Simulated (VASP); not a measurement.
Crystal: C.

```xyz
2
Lattice="0.0000 1.7659 1.7659 1.7659 0.0000 1.7659 1.7659 1.7659 0.0000" Properties=species:S:1:pos:R:3 pbc="T T T"
C     0.0000    0.0000    0.0000
C     0.8829    0.8829    0.8829
```

Base run:

- Program: VASP 6.6.1
- Functional: LDA
- Potentials or basis: VASP PAW LDA potentials, release 64 (C_h)
- Cutoff: 910 eV
- k mesh: 12 × 12 × 12
- Occupations: gaussian, width 0.01 eV
- Spin: no spin polarisation

Its results: band gap on the k mesh 4.20 eV, indirect (least direct gap 5.63 eV); pressure 0.7 GPa.

Task: The run is repeated on the same cell with these changes: potentials or basis from VASP PAW LDA potentials, release 64 (C_h) to VASP PAW LDA potentials, release 64 (C); cutoff from 910 eV to 520 eV; further incar settings from ALGO = Normal; EDIFF = 1e-06; NBANDS = 11 to ALGO = Normal; EDIFF = 1e-07; NBANDS = 11. What comes out?

Result: Band gap on the k mesh 4.20 eV, indirect (least direct gap 5.63 eV); pressure 1.6 GPa.

Caveats: the cutoff is under 1.25 times the usual one of these potentials, so pressure, stress and relaxed cells hold a basis-set (Pulay) error (some runs).

A k mesh can miss the band edges.
